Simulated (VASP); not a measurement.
Set up this calculation in VASP 6.6.1, as the native input.

- Task: single point
- Functional: PBEsol
- Potentials or basis: VASP PAW PBE potentials, release 64 (Be)
- Cutoff: 520 eV
- k mesh: 24 × 24 × 12
- Occupations: gaussian, width 0.1 eV
- Spin: no spin polarisation
- Dipole correction: no
- Further INCAR settings: ALGO = Normal; EDIFF = 1e-06; NBANDS = 9

The structure of Be lies in POSCAR:

```
Be
1.0
    2.2571841371      0.0000000000      0.0000000000
   -1.1285920685      1.9547788037      0.0000000000
    0.0000000000      0.0000000000      3.5531657669
Be
2
Direct
    0.3333333333      0.6666666667      0.2500000000
    0.6666666667      0.3333333333      0.7500000000
```

These files were run (other wordings do the same):

INCAR

```
PREC = Accurate
ENCUT = 520
EDIFF = 1E-6
ISMEAR = 0
SIGMA = 0.1
LREAL = False
LASPH = True
NELM = 100
ALGO = Normal
ISIF = 2
LWAVE = False
LCHARG = True
GGA = PS
LELF = True
LVHAR = True
NBANDS = 9
```

KPOINTS

```
Automatic mesh
0
Gamma
  24 24 12
```

Potentials or basis: VASP PAW PBE potentials, release 64 (Be).

Launch:

```sh
$ cat potpaw_PBE.64/Be/POTCAR > POTCAR
$ mpirun -np 1 vasp_std > vasp.out
```

Results of the run:

* Pressure: 0.4 GPa
* Band gap on the k mesh: zero (bands 2 and 3 overlap by 2.09 eV)

Caveat: the PAW data sets were made with another functional, which shifts forces and pressure a little.

It took 17 s on 1 thread of Intel(R) Xeon(R) 6975P-C (Granite Rapids), with other jobs on the host, peak memory 0.16 GiB.
